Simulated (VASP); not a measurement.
Input of a VASP 6.6.1 run:

The input POSCAR:

```
Ba
1.0
   -2.5379804670      2.5379804670      2.5345844657
    2.5379804670     -2.5379804670      2.5345844657
    2.5379804670      2.5379804670     -2.5345844657
Ba
1
Direct
    0.0000000000      0.0000000000      0.0000000000
```

File INCAR.step1:

```
SYSTEM = Ba
PREC     = Accurate       ! precision mode
ENCUT    = 520            ! plane-wave cutoff, eV
ISMEAR   = 0              ! smearing method
SIGMA    = 0.1            ! smearing width, eV
LREAL    = .False.        ! projectors in reciprocal space
LASPH    = .True.         ! aspherical terms in the spheres
NELM     = 80             ! most SCF steps
NBANDS   = 11             ! bands
GGA      = PE             ! functional
ALGO     = Normal         ! electronic algorithm
EDIFF    = 1E-4           ! SCF threshold, eV
LWAVE    = .True.         ! write WAVECAR
LCHARG   = .False.        ! write CHGCAR
```

The input INCAR.step2:

```
SYSTEM = Ba
PREC     = Accurate       ! precision mode
ENCUT    = 520            ! plane-wave cutoff, eV
EDIFF    = 1E-6           ! SCF threshold, eV
ISMEAR   = 0              ! smearing method
SIGMA    = 0.1            ! smearing width, eV
LREAL    = .False.        ! projectors in reciprocal space
LASPH    = .True.         ! aspherical terms in the spheres
NELM     = 80             ! most SCF steps
ALGO     = Normal         ! electronic algorithm
ISIF     = 2              ! what is computed and relaxed
LWAVE    = .False.        ! write WAVECAR
LCHARG   = .True.         ! write CHGCAR
METAGGA  = R2SCAN         ! meta-GGA
LMIXTAU  = .True.       
LELF     = .True.         ! ELF
LVHAR    = .True.       
NBANDS   = 11             ! bands
ISTART   = 1
```

The input KPOINTS:

```
Automatic mesh
0
Gamma
  12 12 12
  0 0 0
```

Potentials or basis: VASP PAW PBE potentials, release 64 (Ba_sv).

The run is started by

```sh
$ cat potpaw_PBE.64/Ba_sv/POTCAR > POTCAR
$ cp INCAR.step1 INCAR
$ mpirun -np 1 vasp_std > vasp.out
$ cp INCAR.step2 INCAR
$ mpirun -np 1 vasp_std > vasp.out
```

(1) Predict the pressure.

(2) Estimate the band gap on the k mesh.

Answers

(1) 0.0 GPa.

(2) zero (bands 5 and 6 overlap by 1.10 eV).

Caveat: the PAW data sets were made with another functional, which shifts forces and pressure a little; spin-orbit coupling is left out, which moves the levels of the heavy elements.
